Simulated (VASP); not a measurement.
Set up this calculation in VASP 6.6.1, as the native input.

```
Task                   : single point
Functional             : LDA
Potentials or basis    : VASP PAW LDA potentials, release 64 (Cd, S)
Cutoff                 : 520 eV
k mesh                 : 6 × 6 × 4
Occupations            : gaussian, width 0.1 eV
Spin                   : no spin polarisation
Dipole correction      : no
Further INCAR settings : ALGO = Normal; EDIFF = 1e-06; NBANDS = 26
```

The structure of CdS (dlda) lies in POSCAR:

```
CdS
1.0
    4.1688381000      0.0000000000      0.0000000000
   -2.0844190500      3.6103197000      0.0000000000
    0.0000000000      0.0000000000      6.7796174100
Cd S
2 2
Direct
    0.6666666700      0.3333333300      0.5002243700
    0.3333333300      0.6666666700      0.0002243700
    0.6666666700      0.3333333300      0.8767756300
    0.3333333300      0.6666666700      0.3767756300
```

The input as run:

INCAR

```
ALGO = Normal
EDIFF = 1E-6
ENCUT = 520
ISIF = 2
ISMEAR = 0
LASPH = True
LCHARG = True
LELF = True
LREAL = False
LVHAR = True
LWAVE = False
NBANDS = 26
NELM = 60
PREC = Accurate
SIGMA = 0.1
```

KPOINTS

```
k-points
0
Gamma
  6 6 4
```

Potentials or basis: VASP PAW LDA potentials, release 64 (Cd, S).

Run with:

```console
$ cat potpaw_LDA.64/Cd/POTCAR potpaw_LDA.64/S/POTCAR > POTCAR
$ mpirun -np 1 vasp_std > vasp.out
```

Results of the run:

```yaml
Pressure: -3.5 GPa
Band_gap_on_the_k_mesh: 0.90 eV, direct
```

Wall time 31 s on 1 thread of AMD EPYC 9R45 96-Core Processor (Zen 5), on a shared host, peak memory 0.17 GiB.
